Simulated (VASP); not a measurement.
NiO:

```xyz
2
Lattice="0.0000 2.0913 2.0913 2.0913 0.0000 2.0913 2.0913 2.0913 0.0000" Properties=species:S:1:pos:R:3 pbc="T T T"
Ni    0.0000    0.0000    0.0000
O     2.0913    2.0913    2.0913
```

Base run:

```yaml
Program: VASP 6.6.1
Functional: PBE
Potentials_or_basis: VASP PAW PBE potentials, release 64 (Ni, O)
Cutoff: 520 eV
k_mesh: 11 × 11 × 11
Occupations: fermi-dirac, width 0.05 eV
Spin: collinear spin, ferromagnetic start
Starting_moments: "[1.0, 0.0] μB"
Hubbard_terms: Ni d U = 3.0 eV
```

Its results: band gap on the k mesh 0.89 eV (least direct gap 1.70 eV); pressure 5.0 GPa; net moment 2.00 μB per cell; site moments Ni +1.72; O +0.25 μB.

After a change of settings the same cell gave: band gap on the k mesh 1.40 eV (least direct gap 2.16 eV); pressure 4.2 GPa; net moment 2.00 μB per cell; site moments Ni +1.75; O +0.23 μB. Which change was it?
A. hubbard terms from Ni d U = 3.0 eV to Ni d U = 2.0 eV; further incar settings from ALGO = Normal; EDIFF = 1e-06; NBANDS = 19 to ALGO = Normal; EDIFF = 1e-07; NBANDS = 19
B. hubbard terms from Ni d U = 3.0 eV to Ni d U = 1.0 eV
C. hubbard terms from Ni d U = 3.0 eV to Ni d U = 4.0 eV

C.

Caveats: the cell stands under pressure; an odd mesh through Γ misses points on the zone boundary, where band edges can lie; a cell with one magnetic atom can't hold antiferromagnetic order, which such compounds often take.
